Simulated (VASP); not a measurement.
# Al3BP2 (R-3m) in VASP: further runs

Al3BP2 is run at these levels: PBE; tasks: single point.

Program: VASP 6.6.1. These are calculated values, not measurements. Logs are shortened: lines on timing, memory, paths and dates and some standing lists are left out, and cuts for length are marked.

## (1) The cell of the first run

It takes space group R-3m (No. 166, trigonal). Conventional cell: a = 6.205 Å, b = 6.205 Å, c = 8.276 Å, α = 90.00°, β = 90.00°, γ = 120.00°. Al (site symmetry 2/m) has 2 B at 2.26 Å and 2 P at 2.46 Å within 3.0 Å. B (site symmetry -3m) has 6 Al at 2.26 Å within 3.0 Å. Within 2.8 Å of P (site symmetry 3m) lie 1 P at 2.15 Å and 3 Al at 2.46 Å.

## (2) Single point, PBE

Input file INCAR:

```
SYSTEM = Al3BP2
PREC = Accurate ; ENCUT = 520
EDIFF = 1E-6 ; ISMEAR = 0
SIGMA = 0.1 ; LREAL = .False.
LASPH = .True. ; NELM = 100
ALGO = Normal ; ISIF = 2
LWAVE = .False. ; LCHARG = .False.
GGA = PE ; NBANDS = 20
```

Input file KPOINTS:

```
regular mesh
0
Gamma
  6 6 6
  0 0 0
```

Input file POSCAR:

```
Al3BP2
1.0
    3.1023446036      1.7911394931      2.7585224153
   -3.1023446036      1.7911394931      2.7585224153
    0.0000000000     -3.5822789829      2.7585224175
Al B P
3 1 2
Direct
    0.0000000000      0.5000000000      0.5000000000
    0.5000000000      0.5000000000      0.0000000000
    0.5000000000      0.0000000000      0.5000000000
    0.5000000000      0.5000000000      0.5000000000
    0.1297922843      0.1297922843      0.1297922843
    0.8702077157      0.8702077157      0.8702077157
```

Potentials or basis: VASP PAW PBE potentials, release 64 (Al, B, P).

Command:

```bash
$ cat potpaw_PBE.64/Al/POTCAR potpaw_PBE.64/B/POTCAR potpaw_PBE.64/P/POTCAR > POTCAR
$ mpirun -np 1 vasp_std > vasp.out
```

OUTCAR:

```text
SYSTEM = Al3BP2
   PREC = Accurate
   ENCUT = 520
   EDIFF = 1E-6
   ISMEAR = 0
   LREAL = .False.
   LASPH = .True.
   NELM = 100
   ISIF = 2
   GGA = PE

 ion  position               nearest neighbor table
   1  0.000  0.500  0.500-   4 2.26   4 2.26   6 2.46   5 2.46   2 3.10   2 3.10   3 3.10   3 3.10
                             3 3.29   3 3.29   2 3.29   2 3.29
   2  0.500  0.500  0.000-   4 2.26   4 2.26   6 2.46   5 2.46   3 3.10   1 3.10   3 3.10   1 3.10
                             1 3.29   3 3.29   3 3.29   1 3.29
   3  0.500  0.000  0.500-   4 2.26   4 2.26   6 2.46   5 2.46   2 3.10   2 3.10   1 3.10   1 3.10
                             1 3.29   1 3.29   2 3.29   2 3.29
   4  0.500  0.500  0.500-   1 2.26   3 2.26   3 2.26   1 2.26   2 2.26   2 2.26
   5  0.130  0.130  0.130-   6 2.15   2 2.46   3 2.46   1 2.46
   6  0.870  0.870  0.870-   5 2.15   2 2.46   3 2.46   1 2.46

  LATTYP: Found a trigonal (rhomboedric) cell.
 ALAT       =     4.5213016532
 COS(alpha) =     0.0583638938

  Lattice vectors:

 A1 = (   3.1023446036,   1.7911394931,   2.7585224153)
 A2 = (  -3.1023446036,   1.7911394931,   2.7585224153)
 A3 = (   0.0000000000,  -3.5822789829,   2.7585224175)

Analysis of symmetry for initial positions (statically):
=====================================================================
 Subroutine PRICEL returns:
 Original cell was already a primitive cell.

 Routine SETGRP: Setting up the symmetry group for a
 trigonal (rhombohedral) supercell.

 Subroutine GETGRP returns: Found 12 space group operations
 (whereof 12 operations were pure point group operations)
 out of a pool of 12 trial point group operations.

The static configuration has the point symmetry D_3d.

Analysis of symmetry for dynamics (positions and initial velocities):
=====================================================================
 Subroutine PRICEL returns:
 Original cell was already a primitive cell.

 Routine SETGRP: Setting up the symmetry group for a
 trigonal (rhombohedral) supercell.

 Subroutine GETGRP returns: Found 12 space group operations
 (whereof 12 operations were pure point group operations)
 out of a pool of 12 trial point group operations.

The dynamic configuration has the point symmetry D_3d.

 Subroutine INISYM returns: Found 12 space group operations
 (whereof 12 operations are pure point group operations),
 and found     1 'primitive' translations

----------------------------------------------------------------------------------------

                                     Primitive cell

  volume of cell :      91.9702

  direct lattice vectors                    reciprocal lattice vectors
     3.102344604  1.791139493  2.758522415     0.161168427  0.093050635  0.120837638
    -3.102344604  1.791139493  2.758522415    -0.161168427  0.093050635  0.120837638
     0.000000000 -3.582278983  2.758522418     0.000000000 -0.186101269  0.120837638

  length of vectors
     4.521301653  4.521301653  4.521301653     0.221890553  0.221890553  0.221890553

  position of ions in fractional coordinates (direct lattice)
     0.000000000  0.500000000  0.500000000
     0.500000000  0.500000000  1.000000000
     0.500000000  0.000000000  0.500000000
     0.500000000  0.500000000  0.500000000
     0.129792284  0.129792284  0.129792284
     0.870207716  0.870207716  0.870207716

  ion indices of the primitive-cell ions
   primitive index   ion index
                 1           1
                 2           2
                 3           3
                 4           4
                 5           5
                 6           6

----------------------------------------------------------------------------------------

 KPOINTS: regular mesh

Automatic generation of k-mesh.
 Grid dimensions read from file:
 generate k-points for:    6    6    6

 Generating k-lattice:

  Cartesian coordinates                     Fractional coordinates (reciprocal lattice)
     0.026861405  0.015508439  0.020139606     0.166666667  0.000000000  0.000000000
    -0.026861405  0.015508439  0.020139606     0.000000000  0.166666667  0.000000000
     0.000000000 -0.031016878  0.020139606    -0.000000000 -0.000000000  0.166666667

  Length of vectors
     0.036981759  0.036981759  0.036981759

  Shift w.r.t. Gamma in fractional coordinates (k-lattice)
     0.000000000  0.000000000  0.000000000

 Subroutine IBZKPT returns following result:
 ===========================================

 Found     32 irreducible k-points:

 Following reciprocal coordinates:
            Coordinates               Weight
  0.000000  0.000000  0.000000      1.000000
  0.166667  0.000000  0.000000      6.000000
  0.333333  0.000000  0.000000      6.000000
  0.500000  0.000000  0.000000      3.000000
  0.166667  0.166667  0.000000      6.000000
  0.333333  0.166667  0.000000     12.000000
[... 16 lines left out ...]
  0.500000  0.500000  0.166667      6.000000
 -0.333333  0.500000  0.166667     12.000000
 [... further k-points ...]
   k-points           NKPTS =     32   k-points in BZ     NKDIM =     32   number of bands    NBANDS=     20
   number of dos      NEDOS =    301   number of ions     NIONS =      6
   total plane-waves  NPLWV =  46656
   dimension x,y,z NGX =    36 NGY =   36 NGZ =   36
   dimension x,y,z NGXF=    72 NGYF=   72 NGZF=   72
   ions per type =               3   1   2
   NGX,Y,Z   is equivalent  to a cutoff of  13.24, 13.24, 13.24 a.u.
   NGXF,Y,Z  is equivalent  to a cutoff of  26.47, 26.47, 26.47 a.u.
 SYSTEM =  Al3BP2
   PREC   = accura    normal or accurate (medium, high low for compatibility)
   ISTART =      0    job   : 0-new  1-cont  2-samecut
   ICHARG =      2    charge: 1-file 2-atom 10-const
   ISPIN  =      1    spin polarized calculation?
   LNONCOLLINEAR =      F non collinear calculations
   LSORBIT =      F    spin-orbit coupling
   LASPH  =      T    aspherical Exc in radial PAW
   ENCUT  =  520.0 eV  38.22 Ry    6.18 a.u.   8.41  8.41  8.41*2*pi/ulx,y,z
   NELM   =    100;   NELMIN=  2; NELMDL= -5     # of ELM steps
   EDIFF  = 0.1E-05   stopping-criterion for ELM
   LREAL  =      F    real-space projection
   EDIFFG = 0.1E-04   stopping-criterion for IOM
   NSW    =      0    number of steps for IOM
   IBRION =     -1    ionic relax: 0-MD 1-quasi-New 2-CG
   NFREE  =      0    steps in history (QN), initial steepest desc. (CG)
   ISIF   =      2    stress and relaxation
   ISYM   =      2    0-nonsym 1-usesym 2-fastsym
   POTIM  = 0.5000    time-step for ionic-motion
   TEBEG  =    0.0;   TEEND  =   0.0 temperature during run
   PSTRESS=    0.0 pullay stress
   NELECT =      22.0000    total number of electrons
   NUPDOWN=      -1.0000    fix difference up-down
   EMIN   =  10.00;   EMAX   =-10.00  energy-range for DOS
   EFERMI =   0.00;   METHOD = LEGACY
   ISMEAR =     0;   SIGMA  =   0.10  broadening in eV -4-tet -1-fermi 0-gaus
   EFERMI_NEDOS =   21; number of points for ismear=-14 and -15
   IALGO  =     38    algorithm
   IMIX   =      4    mixing-type and parameters
     AMIX     =   0.40;   BMIX     =  1.00
     AMIX_MAG =   1.60;   BMIX_MAG =  1.00
  volume/ion in A,a.u.               =      15.33       103.44
  Fermi-wavevector in a.u.,A,eV,Ry     =   1.016249  1.920432 14.051571  1.032761
  Thomas-Fermi vector in A             =   2.149581
   LORBIT       =      0    0 simple, 1 ext, 2 COOP (PROOUT), +10 PAW based schemes
   GGA     = PE    functional components
   LHFCALC =     F    Hartree Fock is set to
   AEXX    =    0.0000 exact exchange contribution
   IVDW    =     0    specifies the selected vdW correction
   LEPSILON=     F    determine dielectric tensor
   LRPA    =     F    only Hartree local field effects (RPA)
 non-spin polarized calculation
 Gauss-broadening in eV      SIGMA  =   0.10
  energy-cutoff  :      520.00
  volume of cell :       91.97
 maximum number of plane-waves:      2519
 NGX is ok and might be reduce to    36
   NGX = 17   NGY = 17   NGZ = 17

 number of electron      22.0000001 magnetization

 Free energy of the ion-electron system (eV)
  ---------------------------------------------------
  ext. energy  EPLUGINS =         0.00000000
  ---------------------------------------------------
  free energy    TOTEN  =       -27.72312523 eV

  energy without entropy =      -27.71022520  energy(sigma->0) =      -27.71667522

 E-fermi :   7.4972     XC(G=0): -10.3494

 val. band max:        7.4478707094   @ k =  -0.3333   0.3333   0.1667
 cond. band min:       7.5433272526   @ k =  -0.3333   0.1667  -0.0000
 fundamental gap:      0.0954565432
 Fermi energy:         7.4971792917

 k-point     1 :       0.0000    0.0000    0.0000
  band No.  band energies     occupation
      1      -6.2741      2.00000
      2      -1.8151      2.00000
      3      -1.2482      2.00000
      4       2.8642      2.00000
      5       2.8642      2.00000
      6       3.1809      2.00000
[... 12 lines left out ...]
     19      12.4229      0.00000
     20      12.4229      0.00000

 k-point     2 :       0.1667    0.0000    0.0000
  band No.  band energies     occupation
      1      -6.1380      2.00000
      2      -2.3309      2.00000
      3      -0.8894      2.00000
      4       2.0270      2.00000
      5       2.9898      2.00000
      6       3.1260      2.00000
[... 12 lines left out ...]
     19      12.9406      0.00000
     20      13.4476      0.00000

 k-point     3 :       0.3333    0.0000    0.0000
  band No.  band energies     occupation
      1      -5.7878      2.00000
      2      -3.1579      2.00000
      3      -0.3103      2.00000
      4       1.4447      2.00000
      5       2.5886      2.00000
      6       3.3402      2.00000
[... 12 lines left out ...]
     19      12.4559      0.00000
     20      13.9931      0.00000

 k-point     4 :       0.5000    0.0000    0.0000
  band No.  band energies     occupation
      1      -5.5336      2.00000
      2      -3.6093      2.00000
      3       0.1997      2.00000
      4       0.8669      2.00000
      5       2.9388      2.00000
      6       3.1942      2.00000
[... 429 lines left out ...]
 k-point    23 :       0.5000    0.5000    0.1667
  band No.  band energies     occupation
      1      -4.9540      2.00000
      2      -2.9847      2.00000
      3      -1.4650      2.00000
      4       0.0972      2.00000
      5       1.4050      2.00000
      6       2.7975      2.00000
[... 12 lines left out ...]
     19      13.5220      0.00000
     20      13.9023      0.00000

 k-point    24 :      -0.3333    0.5000    0.1667
  band No.  band energies     occupation
      1      -5.1040      2.00000
      2      -3.0701      2.00000
      3      -1.1144      2.00000
      4       0.5770      2.00000
      5       0.7137      2.00000
      6       2.4192      2.00000
[... 12 lines left out ...]
     19      14.1960      0.00000
     20      14.4069      0.00000

 [... further k-points ...]
[... 5 lines left out ...]
  --------------------------------------------------------------------------------------
  -------------------------------------------------------------------------------------
  Total        0.0900844      0.0900844     -0.1585614      0.0000000     -0.0000000      0.0000000
  in kB        1.5693253      1.5693253     -2.7622364      0.0000000     -0.0000000      0.0000000
  external PRESSURE =       0.1254714 kB  Pullay stress =       0.0000000 kB

 VOLUME and BASIS-vectors are now :
 -----------------------------------------------------------------------------
  energy-cutoff  :      520.00
  volume of cell :       91.97
      direct lattice vectors                 reciprocal lattice vectors
     3.102344604  1.791139493  2.758522415     0.161168427  0.093050635  0.120837638
    -3.102344604  1.791139493  2.758522415    -0.161168427  0.093050635  0.120837638
     0.000000000 -3.582278983  2.758522418     0.000000000 -0.186101269  0.120837638

 POSITION                                       TOTAL-FORCE (eV/Angst)
 -----------------------------------------------------------------------------------
     -1.55117     -0.89557      2.75852        -0.000000     -0.000000     -0.000000
      0.00000      1.79114      2.75852         0.000000     -0.000000     -0.000000
      1.55117     -0.89557      2.75852         0.000000     -0.000000     -0.000000
      0.00000      0.00000      4.13778         0.000000     -0.000000     -0.000000
      0.00000      0.00000      1.07410         0.000000     -0.000000     -0.033074
      0.00000      0.00000      7.20146         0.000000      0.000000      0.033074
 -----------------------------------------------------------------------------------
    total drift:                               -0.000000     -0.000000     -0.000000

  FREE ENERGIE OF THE ION-ELECTRON SYSTEM (eV)
  ---------------------------------------------------
  free  energy   TOTEN  =       -27.7231252313 eV

  energy  without entropy=      -27.7102252039  energy(sigma->0) =      -27.71667522
```

It took 26 s on 1 thread of Intel Xeon Platinum 8488C (Sapphire Rapids), shared host; peak memory 0.22 GiB.

Results:

```
Free energy            : -27.7231 eV
Pressure               : 0.0 GPa
Largest force          : 0.033 eV/Å
Band gap on the k mesh : zero (band 11 reaches 8.89 eV, above the bottom of band 12 at 6.69 eV)
```

Forces on the atoms (eV/Å):
```
Al   0.000  0.000  0.000
Al   0.000  0.000  0.000
Al   0.000  0.000  0.000
B    0.000  0.000  0.000
P    0.000  0.000 -0.033
P    0.000  0.000  0.033
```

## (3) Single point, PBE

This run uses another cell than the first one, of 16.17 Å³/atom, 1.055 times its volume.

Input file INCAR:

```
PREC     = Accurate       # precision mode
ENCUT    = 520            # plane-wave cutoff, eV
EDIFF    = 1E-6           # SCF threshold, eV
ISMEAR   = 0              # smearing method
SIGMA    = 0.1            # smearing width, eV
LREAL    = False          # projectors in reciprocal space
LASPH    = True           # aspherical terms in the spheres
NELM     = 100            # most SCF steps
ALGO     = Normal         # electronic algorithm
ISIF     = 2              # what is computed and relaxed
LWAVE    = False          # write WAVECAR
LCHARG   = True           # write CHGCAR
GGA      = PE             # functional
LELF     = True           # ELF
LVHAR    = True         
NBANDS   = 20             # bands
```

Input file KPOINTS:

```
regular mesh
0
Gamma
  6 6 6
```

Input file POSCAR:

```
Al3BP2
1.0
    2.5911007200      1.4959727000      4.1705365100
   -2.5911007200      1.4959727000      4.1705365100
    0.0000000000     -2.9919453900      4.1705365100
Al B P
3 1 2
Direct
    0.0000000000      0.5000000000      0.5000000000
    0.5000000000      0.5000000000      0.0000000000
    0.5000000000      0.0000000000      0.5000000000
    0.5000000000      0.5000000000      0.5000000000
    0.1235570000      0.1235570000      0.1235570000
    0.8764430000      0.8764430000      0.8764430000
```

Potentials or basis: VASP PAW PBE potentials, release 64 (Al, B, P).

Command:

```bash
$ cat potpaw_PBE.64/Al/POTCAR potpaw_PBE.64/B/POTCAR potpaw_PBE.64/P/POTCAR > POTCAR
$ mpirun -np 1 vasp_std > vasp.out
```

OUTCAR:

```text
PREC = Accurate
   ENCUT = 520
   EDIFF = 1E-6
   ISMEAR = 0
   LREAL = False
   LASPH = True
   NELM = 100
   ISIF = 2
   GGA = PE

 ion  position               nearest neighbor table
   1  0.000  0.500  0.500-   4 2.57   4 2.57   2 2.59   2 2.59   3 2.59   3 2.59   5 3.02   6 3.02
                             6 3.02   5 3.02   6 3.02   5 3.02
   2  0.500  0.500  0.000-   4 2.57   4 2.57   3 2.59   1 2.59   3 2.59   1 2.59   5 3.02   6 3.02
                             5 3.02   6 3.02   6 3.02   5 3.02
   3  0.500  0.000  0.500-   4 2.57   4 2.57   2 2.59   2 2.59   1 2.59   1 2.59   5 3.02   6 3.02
                             5 3.02   6 3.02   6 3.02   5 3.02
   4  0.500  0.500  0.500-   2 2.57   2 2.57   3 2.57   1 2.57   3 2.57   1 2.57
   5  0.124  0.124  0.124-   1 3.02   3 3.02   1 3.02   3 3.02   2 3.02   2 3.02   1 3.02   3 3.02
                             2 3.02
   6  0.876  0.876  0.876-   1 3.02   3 3.02   3 3.02   1 3.02   2 3.02   2 3.02   1 3.02   3 3.02
                             2 3.02

  LATTYP: Found a trigonal (rhomboedric) cell.
 ALAT       =     5.1327489751
 COS(alpha) =     0.4903188925

  Lattice vectors:

 A1 = (   2.5911007200,   1.4959727000,   4.1705365100)
 A2 = (  -2.5911007200,   1.4959727000,   4.1705365100)
 A3 = (   0.0000000000,  -2.9919453900,   4.1705365100)
[... 183 lines left out ...]

 E-fermi :   7.0096     XC(G=0): -10.3188

 val. band max:        6.9941080240   @ k =  -0.3333   0.5000   0.1667
 cond. band min:       7.0354414575   @ k =  -0.3333   0.3333   0.0000
 fundamental gap:      0.0413334336
 Fermi energy:         7.0095709955

 k-point     1 :       0.0000    0.0000    0.0000
  band No.  band energies     occupation
      1      -5.7972      2.00000
      2      -1.3880      2.00000
      3       0.1983      2.00000
      4       2.8744      2.00000
      5       3.0403      2.00000
      6       3.0828      2.00000
[... 541 lines left out ...]
     19      12.2130      0.00000
     20      12.4629      0.00000

 [... further k-points ...]
[... 5 lines left out ...]
  --------------------------------------------------------------------------------------
  -------------------------------------------------------------------------------------
  Total       -1.2097677     -1.2097677    -10.9445879      0.0000000     -0.0000000      0.0000000
  in kB      -19.9830342    -19.9830342   -180.7835280      0.0000000     -0.0000001      0.0000000
  external PRESSURE =     -73.5831988 kB  Pullay stress =       0.0000000 kB

 VOLUME and BASIS-vectors are now :
 -----------------------------------------------------------------------------
  energy-cutoff  :      520.00
  volume of cell :       97.00
      direct lattice vectors                 reciprocal lattice vectors
     2.591100720  1.495972700  4.170536510     0.192968184  0.111410233  0.079925768
    -2.591100720  1.495972700  4.170536510    -0.192968184  0.111410233  0.079925768
     0.000000000 -2.991945390  4.170536510     0.000000000 -0.222820466  0.079925768

 POSITION                                       TOTAL-FORCE (eV/Angst)
 -----------------------------------------------------------------------------------
     -1.29555     -0.74799      4.17054        -0.000000      0.000000      0.000000
      0.00000      1.49597      4.17054         0.000000      0.000000      0.000000
      1.29555     -0.74799      4.17054        -0.000000      0.000000      0.000000
      0.00000      0.00000      6.25580         0.000000      0.000000      0.000000
      0.00000      0.00000      1.54590         0.000000     -0.000000     -0.218776
      0.00000      0.00000     10.96571         0.000000      0.000000      0.218776
 -----------------------------------------------------------------------------------
    total drift:                               -0.000000     -0.000000      0.000000

  FREE ENERGIE OF THE ION-ELECTRON SYSTEM (eV)
  ---------------------------------------------------
  free  energy   TOTEN  =       -24.0723586364 eV

  energy  without entropy=      -24.0534769598  energy(sigma->0) =      -24.06291780
```

Run time: 53 s. Hardware: 1 thread of Intel Xeon Platinum 8488C (Sapphire Rapids), shared host; peak memory 0.25 GiB.

Results:

```yaml
Free_energy: -24.0724 eV
Pressure: -7.4 GPa
Largest_force: 0.219 eV/Å
Band_gap_on_the_k_mesh: zero (band 11 reaches 7.55 eV, above the bottom of band 12 at 5.36 eV)
```

Forces on the atoms (eV/Å):
```
Al   0.000  0.000  0.000
Al   0.000  0.000  0.000
Al   0.000  0.000  0.000
B    0.000  0.000  0.000
P    0.000  0.000 -0.219
P    0.000  0.000  0.219
```

Stress tensor (GPa, compression positive):
```
 -2.00   0.00   0.00
  0.00  -2.00   0.00
  0.00   0.00 -18.08
```
